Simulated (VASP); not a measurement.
# Ru (P6_3/mmc) in VASP: notebook, part 2 of 2

VASP 6.6.1. Earlier steps stand in the parts before.

### Step 3. Relaxation of cell and atoms, r2SCAN

This run uses another cell than the first one, of 14.50 Å³/atom.

POSCAR

```
Ru
1.0
    2.7485537587      0.0000000000      0.0000000000
   -1.3742768793      2.3803173787      0.0000000000
    0.0000000000      0.0000000000      8.8646283618
Ru
4
Direct
    0.0000000000      0.0000000000      0.0000000000
    0.0000000000      0.0000000000      0.5000000000
    0.3333333333      0.6666666667      0.7500000000
    0.6666666667      0.3333333333      0.2500000000
```

INCAR.step1

```
ALGO = Normal
EDIFF = 1E-4
ENCUT = 600
GGA = PE
ISMEAR = 0
LASPH = True
LCHARG = False
LREAL = False
LWAVE = True
NELM = 80
PREC = Accurate
SIGMA = 0.1
```

INCAR.step2

```
ALGO = Normal
EDIFF = 1E-6
EDIFFG = -0.04
ENCUT = 600
IBRION = 2
ISIF = 3
ISMEAR = 0
ISTART = 1
LASPH = True
LCHARG = False
LMIXTAU = True
LREAL = False
LWAVE = False
METAGGA = R2SCAN
NELM = 80
NSW = 90
PREC = Accurate
SIGMA = 0.1
```

KPOINTS

```
k-points
0
Gamma
  9 9 2
```

Potentials or basis: VASP PAW PBE potentials, release 64 (Ru_pv).

Command:

```
$ cat potpaw_PBE.64/Ru_pv/POTCAR > POTCAR
$ cp INCAR.step1 INCAR
$ mpirun -np 1 vasp_std > vasp.out
$ cp INCAR.step2 INCAR
$ mpirun -np 1 vasp_std > vasp.out
```

OUTCAR:

```text
EDIFF = 1E-6
   EDIFFG = -0.04
   ENCUT = 600
   IBRION = 2
   ISIF = 3
   ISMEAR = 0
   ISTART = 1
   LASPH = True
   LREAL = False
   METAGGA = R2SCAN
   NELM = 80
   NSW = 90
   PREC = Accurate

 ion  position               nearest neighbor table
   1  0.000  0.000  0.000-   3 2.73   4 2.73   3 2.73   4 2.73   4 2.73   3 2.73
   2  0.000  0.000  0.500-   3 2.73   4 2.73   3 2.73   4 2.73   4 2.73   3 2.73
   3  0.333  0.667  0.750-   1 2.73   2 2.73   1 2.73   2 2.73   1 2.73   2 2.73
   4  0.667  0.333  0.250-   1 2.73   2 2.73   1 2.73   2 2.73   1 2.73   2 2.73

  LATTYP: Found a hexagonal cell.
 ALAT       =     2.7485537587
 C/A-ratio  =     3.2251973729

  Lattice vectors:

 A1 = (   2.7485537587,   0.0000000000,   0.0000000000)
 A2 = (  -1.3742768793,   2.3803173787,   0.0000000000)
 A3 = (   0.0000000000,   0.0000000000,   8.8646283618)

Analysis of symmetry for initial positions (statically):
=====================================================================
 Subroutine PRICEL returns:
 Original cell was already a primitive cell.

 Routine SETGRP: Setting up the symmetry group for a
 hexagonal supercell.

 Subroutine GETGRP returns: Found 24 space group operations
 (whereof 12 operations were pure point group operations)
 out of a pool of 24 trial point group operations.

The static configuration has the point symmetry D_3d.
 The point group associated with its full space group is D_6h.

Analysis of symmetry for dynamics (positions and initial velocities):
=====================================================================
 Subroutine PRICEL returns:
 Original cell was already a primitive cell.

 Routine SETGRP: Setting up the symmetry group for a
 hexagonal supercell.

 Subroutine GETGRP returns: Found 24 space group operations
 (whereof 12 operations were pure point group operations)
 out of a pool of 24 trial point group operations.

The dynamic configuration has the point symmetry D_3d.
 The point group associated with its full space group is D_6h.

 Subroutine INISYM returns: Found 24 space group operations
[... 109 lines left out ...]
   TEBEG  =    0.0;   TEEND  =   0.0 temperature during run
   PSTRESS=    0.0 pullay stress
   NELECT =      56.0000    total number of electrons
   NUPDOWN=      -1.0000    fix difference up-down
   EMIN   =  10.00;   EMAX   =-10.00  energy-range for DOS
   EFERMI =   0.00;   METHOD = LEGACY
   ISMEAR =     0;   SIGMA  =   0.10  broadening in eV -4-tet -1-fermi 0-gaus
   EFERMI_NEDOS =   21; number of points for ismear=-14 and -15
   IALGO  =     38    algorithm
   IMIX   =      4    mixing-type and parameters
     AMIX     =   0.40;   BMIX     =  1.00
     AMIX_MAG =   1.60;   BMIX_MAG =  1.00
  volume/ion in A,a.u.               =      14.50        97.84
  Fermi-wavevector in a.u.,A,eV,Ry     =   1.618096  3.057758 35.623247  2.618235
  Thomas-Fermi vector in A             =   2.712414
   LORBIT       =      0    0 simple, 1 ext, 2 COOP (PROOUT), +10 PAW based schemes
   METAGGA = R2SCAN    functional components
   LHFCALC =     F    Hartree Fock is set to
   AEXX    =    0.0000 exact exchange contribution
   IVDW    =     0    specifies the selected vdW correction
   LEPSILON=     F    determine dielectric tensor
   LRPA    =     F    only Hartree local field effects (RPA)
 conjugate gradient relaxation of ions
 non-spin polarized calculation
 Gauss-broadening in eV      SIGMA  =   0.10
  energy-cutoff  :      600.00
  volume of cell :       58.00
 maximum number of plane-waves:      1992
 NGX is ok and might be reduce to    24
   NGX = 11   NGY = 11   NGZ = 35

--------------------------------------- Ionic step        1  -------------------------------------------

 number of electron      56.0000004 magnetization

 Free energy of the ion-electron system (eV)
  ---------------------------------------------------
  ext. energy  EPLUGINS =         0.00000000
  ---------------------------------------------------
  free energy    TOTEN  =      -101.23491972 eV

  energy without entropy =     -101.21216260  energy(sigma->0) =     -101.22354116

------------------------ aborting loop because EDIFF is reached ----------------------------------------

  FORCE on cell =-STRESS in cart. coord.  units (eV):
  Direction    XX          YY          ZZ          XY          YZ          ZX
  --------------------------------------------------------------------------------------
  -------------------------------------------------------------------------------------
  Total       -6.9515076     -6.9515076     -6.2927650     -0.0000000      0.0000000      0.0000000
  in kB     -192.0392272   -192.0392272   -173.8410987     -0.0000000      0.0000000      0.0000000
  external PRESSURE =    -185.9731844 kB  Pullay stress =       0.0000000 kB
[... 215 lines left out ...]
--------------------------------------- Ionic step        7  -------------------------------------------

 number of electron      56.0000005 magnetization

 Free energy of the ion-electron system (eV)
  ---------------------------------------------------
  ext. energy  EPLUGINS =         0.00000000
  ---------------------------------------------------
  free energy    TOTEN  =      -101.46257457 eV

  energy without entropy =     -101.44403731  energy(sigma->0) =     -101.45330594

 E-fermi :  12.7256     XC(G=0): -15.4016

 val. band max:       12.6522157829   @ k =   0.0000   0.0000   0.0000
 cond. band min:      12.7384861725   @ k =   0.2222   0.1111   0.5000
 fundamental gap:      0.0862703896
 Fermi energy:        12.7255942307

 k-point     1 :       0.0000    0.0000    0.0000
  band No.  band energies     occupation
      1     -32.2918      2.00000
      2     -31.7592      2.00000
      3     -31.6888      2.00000
      4     -31.3278      2.00000
      5     -31.3278      2.00000
      6     -31.2586      2.00000
[... 884 lines left out ...]
  FREE ENERGIE OF THE ION-ELECTRON SYSTEM (eV)
  ---------------------------------------------------
  free  energy   TOTEN  =      -101.4625745749 eV

  energy  without entropy=     -101.4440373098  energy(sigma->0) =     -101.45330594

 reached required accuracy - stopping structural energy minimisation
```

OUTCAR.step1:

```text
EDIFF = 1E-4
   ENCUT = 600
   GGA = PE
   ISMEAR = 0
[... 1093 lines left out ...]
      0.00000      0.00000      0.00000        -0.000000     -0.000000     -0.000000
      0.00000      0.00000      4.43231        -0.000000     -0.000000     -0.000000
     -0.00000      1.58688      6.64847         0.000000      0.000000      0.000000
      1.37428      0.79344      2.21616         0.000000     -0.000000      0.000000
 -----------------------------------------------------------------------------------
    total drift:                                0.000000      0.000000      0.000000

  FREE ENERGIE OF THE ION-ELECTRON SYSTEM (eV)
  ---------------------------------------------------
  free  energy   TOTEN  =       -36.5871874510 eV

  energy  without entropy=      -36.5637114965  energy(sigma->0) =      -36.57544947
```

Run time: 15 min. Hardware: 1 thread of Intel Xeon Platinum 8488C (Sapphire Rapids), shared host; peak memory 0.23 GiB.

What came out:

* Free energy: -101.4626 eV
* Relaxed volume: 13.59 Å³/atom
* Relaxed cell: a = 2.684 Å, b = 2.684 Å, c = 8.713 Å, α = 90.00°, β = 90.00°, γ = 120.00°
* Space group after relaxing (to 0.1 Å): P6_3/mmc (No. 194)
* Pressure after relaxing: 0.0 GPa
* Band gap on the k mesh: zero (bands 28 and 29 overlap by 2.64 eV)

Final structure:
```xyz
4
Lattice="2.6836 0.0000 0.0000 -1.3418 2.3241 0.0000 0.0000 0.0000 8.7125" Properties=species:S:1:pos:R:3 pbc="T T T"
Ru    0.0000    0.0000    0.0000
Ru    0.0000    0.0000    4.3563
Ru    0.0000    1.5494    6.5344
Ru    1.3418    0.7747    2.1781
```

Caveat: the PAW data sets were made with another functional, which shifts forces and pressure a little.

### Step 4. Single point, r2SCAN

This run uses another cell than the first one, of 13.79 Å³/atom.

POSCAR

```
Ru
1.0
    3.3793162485      0.0000000000      0.0000000000
   -1.6896581242      2.9265737186      0.0000000000
    0.0000000000      0.0000000000      5.5758718100
Ru
4
Direct
    0.3333333333      0.6666666667      0.4375000000
    0.6666666667      0.3333333333      0.9375000000
    0.6666666667      0.3333333333      0.5625000000
    0.3333333333      0.6666666667      0.0625000000
```

INCAR.step1

```
SYSTEM = Ru
PREC = Accurate
ENCUT = 520
ISMEAR = 0
SIGMA = 0.1
LREAL = .FALSE.
LASPH = .TRUE.
NELM = 80
NBANDS = 36
GGA = PE
ALGO = Normal
EDIFF = 1E-4
LWAVE = .TRUE.
LCHARG = .FALSE.
```

INCAR.step2

```
SYSTEM = Ru
PREC = Accurate
ENCUT = 520
EDIFF = 1E-6
ISMEAR = 0
SIGMA = 0.1
LREAL = .FALSE.
LASPH = .TRUE.
NELM = 80
ALGO = Normal
ISIF = 2
LWAVE = .FALSE.
LCHARG = .TRUE.
METAGGA = R2SCAN
LMIXTAU = .TRUE.
LELF = .TRUE.
LVHAR = .TRUE.
NBANDS = 36
ISTART = 1
```

KPOINTS

```
Automatic mesh
0
G
  6 6 4
  0 0 0
```

Potentials or basis: VASP PAW PBE potentials, release 64 (Ru_pv).

Command:

```
$ cat potpaw_PBE.64/Ru_pv/POTCAR > POTCAR
$ cp INCAR.step1 INCAR
$ mpirun -np 1 vasp_std > vasp.out
$ cp INCAR.step2 INCAR
$ mpirun -np 1 vasp_std > vasp.out
```

OUTCAR:

```text
SYSTEM = Ru
   PREC = Accurate
   ENCUT = 520
   EDIFF = 1E-6
   ISMEAR = 0
   LREAL = .FALSE.
   LASPH = .TRUE.
   NELM = 80
   ISIF = 2
   METAGGA = R2SCAN
   ISTART = 1

 ion  position               nearest neighbor table
   1  0.333  0.667  0.438-   3 2.07   3 2.07   3 2.07   4 2.09
   2  0.667  0.333  0.938-   4 2.07   4 2.07   4 2.07   3 2.09
   3  0.667  0.333  0.562-   1 2.07   1 2.07   1 2.07   2 2.09
   4  0.333  0.667  0.062-   2 2.07   2 2.07   2 2.07   1 2.09

  LATTYP: Found a hexagonal cell.
 ALAT       =     3.3793162485
 C/A-ratio  =     1.6500000000

  Lattice vectors:

 A1 = (   3.3793162485,   0.0000000000,   0.0000000000)
 A2 = (  -1.6896581242,   2.9265737186,   0.0000000000)
 A3 = (   0.0000000000,   0.0000000000,   5.5758718100)

Analysis of symmetry for initial positions (statically):
=====================================================================
 Subroutine PRICEL returns:
 Original cell was already a primitive cell.

 Routine SETGRP: Setting up the symmetry group for a
 hexagonal supercell.

 Subroutine GETGRP returns: Found 24 space group operations
 (whereof 12 operations were pure point group operations)
 out of a pool of 24 trial point group operations.

The static configuration has the point symmetry D_3d.
 The point group associated with its full space group is D_6h.

Analysis of symmetry for dynamics (positions and initial velocities):
=====================================================================
 Subroutine PRICEL returns:
 Original cell was already a primitive cell.

 Routine SETGRP: Setting up the symmetry group for a
 hexagonal supercell.

 Subroutine GETGRP returns: Found 24 space group operations
 (whereof 12 operations were pure point group operations)
 out of a pool of 24 trial point group operations.

The dynamic configuration has the point symmetry D_3d.
 The point group associated with its full space group is D_6h.

 Subroutine INISYM returns: Found 24 space group operations
 (whereof 12 operations are pure point group operations),
 and found     1 'primitive' translations
[... 115 lines left out ...]
     AMIX_MAG =   1.60;   BMIX_MAG =  1.00
  volume/ion in A,a.u.               =      13.79        93.03
  Fermi-wavevector in a.u.,A,eV,Ry     =   1.645522  3.109587 36.841095  2.707744
  Thomas-Fermi vector in A             =   2.735305
   LORBIT       =      0    0 simple, 1 ext, 2 COOP (PROOUT), +10 PAW based schemes
   METAGGA = R2SCAN    functional components
   LHFCALC =     F    Hartree Fock is set to
   AEXX    =    0.0000 exact exchange contribution
   IVDW    =     0    specifies the selected vdW correction
   LEPSILON=     F    determine dielectric tensor
   LRPA    =     F    only Hartree local field effects (RPA)
 non-spin polarized calculation
 Gauss-broadening in eV      SIGMA  =   0.10
  energy-cutoff  :      520.00
  volume of cell :       55.14
 maximum number of plane-waves:      1509
 NGX is ok and might be reduce to    28
   NGX = 13   NGY = 13   NGZ = 21

 number of electron      55.9999999 magnetization

 Free energy of the ion-electron system (eV)
  ---------------------------------------------------
  ext. energy  EPLUGINS =         0.00000000
  ---------------------------------------------------
  free energy    TOTEN  =       -88.60023080 eV

  energy without entropy =      -88.58901520  energy(sigma->0) =      -88.59462300

 E-fermi :  12.9980     XC(G=0): -14.6009

 val. band max:       12.9604804836   @ k =   0.3333   0.0000   0.2500
 cond. band min:      13.0278276346   @ k =   0.3333   0.0000   0.0000
 fundamental gap:      0.0673471510
 Fermi energy:        12.9979805836

 k-point     1 :       0.0000    0.0000    0.0000
  band No.  band energies     occupation
      1     -33.6529      2.00000
      2     -33.6529      2.00000
      3     -33.3676      2.00000
      4     -33.3676      2.00000
      5     -33.3037      2.00000
      6     -33.2892      2.00000
[... 808 lines left out ...]
     35      18.5573      0.00000
     36      18.5573      0.00000

------------------------ aborting loop because EDIFF is reached ----------------------------------------

  FORCE on cell =-STRESS in cart. coord.  units (eV):
  Direction    XX          YY          ZZ          XY          YZ          ZX
  --------------------------------------------------------------------------------------
  -------------------------------------------------------------------------------------
  Total       53.8659410     53.8659410     52.0294724      0.0000000      0.0000000      0.0000000
  in kB     1565.0338970   1565.0338970   1511.6766985      0.0000000      0.0000000      0.0000000
  external PRESSURE =    1547.2481642 kB  Pullay stress =       0.0000000 kB

 VOLUME and BASIS-vectors are now :
 -----------------------------------------------------------------------------
  energy-cutoff  :      520.00
  volume of cell :       55.14
      direct lattice vectors                 reciprocal lattice vectors
     3.379316248  0.000000000  0.000000000     0.295917850  0.170848251  0.000000000
    -1.689658124  2.926573719  0.000000000     0.000000000  0.341696501  0.000000000
     0.000000000  0.000000000  5.575871810     0.000000000  0.000000000  0.179344152

 POSITION                                       TOTAL-FORCE (eV/Angst)
 -----------------------------------------------------------------------------------
     -0.00000      1.95105      2.43944         0.000000     -0.000000      0.035804
      1.68966      0.97552      5.22738        -0.000000      0.000000      0.035804
      1.68966      0.97552      3.13643        -0.000000     -0.000000     -0.035804
     -0.00000      1.95105      0.34849         0.000000      0.000000     -0.035804
 -----------------------------------------------------------------------------------
    total drift:                               -0.000000      0.000000     -0.000000

  FREE ENERGIE OF THE ION-ELECTRON SYSTEM (eV)
  ---------------------------------------------------
  free  energy   TOTEN  =       -88.6002307994 eV

  energy  without entropy=      -88.5890152028  energy(sigma->0) =      -88.59462300
```

Wall time 2.3 min (1 thread of Intel Xeon Platinum 8488C (Sapphire Rapids), shared host); peak memory 0.19 GiB.

Results:

* Free energy: -88.6002 eV
* Pressure: 154.7 GPa
* Largest force: 0.036 eV/Å
* Band gap on the k mesh: zero (bands 28 and 29 overlap by 0.85 eV)

Forces in eV/Å, atoms in the order of the input:
```
Ru   0.000  0.000  0.036
Ru   0.000  0.000  0.036
Ru   0.000  0.000 -0.036
Ru   0.000  0.000 -0.036
```

Caveat: the stress differs along the axes, from 151 to 157 GPa; the PAW data sets were made with another functional, which shifts forces and pressure a little.

### Step 5. Overview

```csv
task,cell,k mesh,cutoff (eV),gap on the mesh (eV),pressure (GPa)
single point,"a = 2.680, b = 2.680, c = 8.700 Å, angles 90.0, 90.0, 120.0°, 4 atoms, atomic positions A",9 × 9 × 2,520,none,1.5
relaxation of cell and atoms,"relaxed from a = 2.749, b = 2.749, c = 8.865 Å, angles 90.0, 90.0, 120.0°, 4 atoms, atomic positions A",9 × 9 × 2,600,none,0.0
single point,"a = 3.379, b = 3.379, c = 5.576 Å, angles 90.0, 90.0, 120.0°, 4 atoms, atomic positions B",6 × 6 × 4,520,none,154.7
```

Alike in all rows: level r2SCAN; potentials or basis VASP PAW PBE potentials, release 64 (Ru_pv); no spin polarisation; smearing gaussian 0.1 eV.

Caveats: some runs use coarse meshes; the PAW data sets were made with another functional, which shifts forces and pressure a little; the stress differs along the axes, from 151 to 157 GPa (at least some runs).

Total energies depend on the potentials used, so only differences within one code and one set of settings carry meaning.

The gap in the log of VASP goes by the Fermi energy; the results here count the filled bands.